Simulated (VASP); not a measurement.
Here is a VASP 6.6.1 calculation.

The input INCAR:

```
PREC = Accurate
ENCUT = 520
EDIFF = 1E-6
ISMEAR = 0
SIGMA = 0.15
LREAL = F
LASPH = T
NELM = 150
ALGO = Normal
ISIF = 2
LWAVE = F
LCHARG = F
ISPIN = 2
MAGMOM = 0 0.19 0.19 0.19
LORBIT = 11
LMAXMIX = 4
GGA = PS
NBANDS = 26
```

File KPOINTS:

```
regular mesh
0
Gamma
  10 10 10
```

File POSCAR:

```
TaO3
1.0
    3.4906019057      0.0000000000      0.0000000000
    0.0000000000      3.9220246131      0.0000000000
    0.0000000000      0.0000000000      3.3337209211
Ta O
1 3
Direct
    0.5000000000      0.5000000000      0.5000000000
    0.0000000000      0.5000000000      0.5000000000
    0.5000000000      0.5000000000      0.0000000000
    0.5000000000      0.0000000000      0.5000000000
```

Potentials or basis: VASP PAW PBE potentials, release 64 (Ta_pv, O).

Command:

```console
$ cat potpaw_PBE.64/Ta_pv/POTCAR potpaw_PBE.64/O/POTCAR > POTCAR
$ mpirun -np 1 vasp_std > vasp.out
```

(1) What does it give for the pressure?

(2) Predict the net moment.

(3) Estimate the site moments.

Results:

(1) 111.4 GPa.

(2) -0.70 μB per cell.

(3) Ta +0.03; O -0.18, -0.10, -0.34 μB.

Caveat: the cell differs from its parent crystal (normal strain along x -0.1100, normal strain along z -0.1500); the stress differs along the axes, from 18 to 189 GPa; a moment this small can come from the mesh or the smearing; the PAW data sets were made with another functional, which shifts forces and pressure a little.
